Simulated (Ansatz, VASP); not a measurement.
**One calculation of CdSe, two programs**

Contents of INCAR:

```
SYSTEM = CdSe
ALGO = Normal
EDIFF = 1E-6
ENCUT = 520
GGA = PE
ISIF = 2
ISMEAR = 0
LASPH = .TRUE.
LCHARG = .TRUE.
LELF = .TRUE.
LREAL = .FALSE.
LVHAR = .TRUE.
LWAVE = .FALSE.
NBANDS = 16
NELM = 80
PREC = Accurate
SIGMA = 0.017
```

KPOINTS

```
k-points
0
G
  8 8 8
  0 0 0
```

POSCAR

```
CdSe
1.0
    0.0000000000      3.0702711986      3.0702711986
    3.0702711986      0.0000000000      3.0702711986
    3.0702711986      3.0702711986      0.0000000000
Cd Se
1 1
Direct
    0.0000000000      0.0000000000      0.0000000000
    0.2500000000      0.2500000000      0.2500000000
```

File input.yaml:

```yaml
crystal:
  lattice:
    - [0.0, 3.0702711986, 3.0702711986]
    - [3.0702711986, 0.0, 3.0702711986]
    - [3.0702711986, 3.0702711986, 0.0]
  atoms:
    - { symbol: Cd, position: [0.0, 0.0, 0.0] }
    - { symbol: Se, position: [0.25, 0.25, 0.25] }
kpoints:
  mp_grid: { grid: [8, 8, 8] }
scf:
  occupations: { method: gaussian, width: 0.017 }
hamiltonian:
  xc: pbe
  pseudopotentials: { kind: all_electron, lapw: { basis_error: 0.001 } }
output:
  forces: true
  stress: true
  eigenvalues: true
```

Alike in both runs: task single point; functional PBE; k mesh 8 × 8 × 8; occupations gaussian, width 0.017 eV; no spin polarisation.

|  | VASP | Ansatz |
| --- | --- | --- |
| version | VASP 6.6.1 | Ansatz 0.2.0 |
| potentials or method | VASP PAW PBE potentials, release 64 (Cd, Se), cutoff 520 eV | all-electron LAPW, scalar-relativistic |

|  | VASP | Ansatz | Ansatz less VASP |
| --- | --- | --- | --- |
| gap on the k mesh at the Fermi level (eV) | 0.55 | 0.55 | +0.001 |
| least direct gap on the mesh (eV) | 0.55 | 0.55 | +0.001 |
| pressure (GPa) | 1.6 | 1.3 | -0.27 |

Ansatz ran all-electron here, and VASP with PAW potentials.
